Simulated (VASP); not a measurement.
Here is a VASP 6.6.1 calculation.

Contents of INCAR:

```
SYSTEM = Zn
PREC = Accurate ; ENCUT = 520
EDIFF = 1E-6 ; ISMEAR = -1
SIGMA = 0.05 ; LREAL = .FALSE.
LASPH = .TRUE. ; NELM = 100
ALGO = Normal ; ISIF = 2
LWAVE = .FALSE. ; LCHARG = .TRUE.
GGA = PS ; LELF = .TRUE.
LVHAR = .TRUE. ; NBANDS = 19
```

KPOINTS

```
Automatic mesh
0
G
  19 19 9
  0 0 0
```

POSCAR

```
Zn
1.0
    2.6182355084      0.0000000000      0.0000000000
   -1.3091177542      2.2674584634      0.0000000000
    0.0000000000      0.0000000000      4.7459414606
Zn
2
Direct
    0.3333333333      0.6666666667      0.2500000000
    0.6666666667      0.3333333333      0.7500000000
```

Potentials or basis: VASP PAW PBE potentials, release 64 (Zn).

Run with:

```sh
$ cat potpaw_PBE.64/Zn/POTCAR > POTCAR
$ mpirun -np 1 vasp_std > vasp.out
```

(1) What does it give for the band gap on the k mesh?

(2) Predict the pressure.

Answers

(1) zero (bands 12 and 13 overlap by 4.45 eV).

(2) 0.5 GPa.

Caveat: the PAW data sets were made with another functional, which shifts forces and pressure a little.
